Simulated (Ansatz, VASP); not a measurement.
## Tl: VASP beside Ansatz

INCAR

```
SYSTEM = Tl
ALGO = Fast
EDIFF = 1E-7
ENCUT = 520
GGA = PS
ISIF = 2
ISMEAR = 0
LASPH = .TRUE.
LCHARG = .TRUE.
LELF = .TRUE.
LREAL = .FALSE.
LVHAR = .TRUE.
LWAVE = .FALSE.
NBANDS = 20
NELM = 80
PREC = Accurate
SIGMA = 0.15
```

The input KPOINTS:

```
k-points
0
G
  18 18 10
  0 0 0
```

The input POSCAR:

```
Tl
1.0
    3.1795184880      0.0000000000      0.0000000000
   -1.5897592440      2.7535437824      0.0000000000
    0.0000000000      0.0000000000      5.9670000000
Tl
2
Direct
    0.3333333333      0.6666666667      0.2500000000
    0.6666666667      0.3333333333      0.7500000000
```

Input for Ansatz:

```yaml
crystal:
  lattice:
    - [3.179518488, 0.0, 0.0]
    - [-1.589759244, 2.7535437824, 0.0]
    - [0.0, 0.0, 5.967]
  atoms:
    - { symbol: Tl, position: [0.3333333333, 0.6666666667, 0.25] }
    - { symbol: Tl, position: [0.6666666667, 0.3333333333, 0.75] }
basis:
  ecutwfc: 420
kpoints:
  mp_grid: { grid: [18, 18, 10] }
hamiltonian:
  xc: pbesol
scf:
  occupations: { method: gaussian, width: 0.15 }
output:
  forces: true
  stress: true
  eigenvalues: true
```

Change from the starting cell: strain -0.080 along x and y, +0.080 along z, atoms carried along.

Alike in both runs: task single point; functional PBEsol; k mesh 18 × 18 × 10; occupations gaussian, width 0.15 eV; no spin polarisation.

```csv
,VASP,Ansatz
version,VASP 6.6.1,Ansatz 0.2.0
potentials or method,"VASP PAW PBE potentials, release 64 (Tl_d), cutoff 520 eV","scalar-relativistic, plane waves, PAW"
valence electrons in the cell,26,26
```

```csv
,VASP,Ansatz,Ansatz less VASP
gap on the k mesh at the Fermi level (eV),none,none,-
pressure (GPa),5.0,5.1,+0.07
"traceless stress, the component that is largest in VASP (GPa)",-4.80,-4.81,-0.003
```

VASP's potentials were made for PBE, not for PBEsol. A gap of «none» marks a metal or a gap that the smearing closes. The functional is the same, so the differences come from potentials, cutoffs and numerics.

Spin-orbit coupling is off throughout.
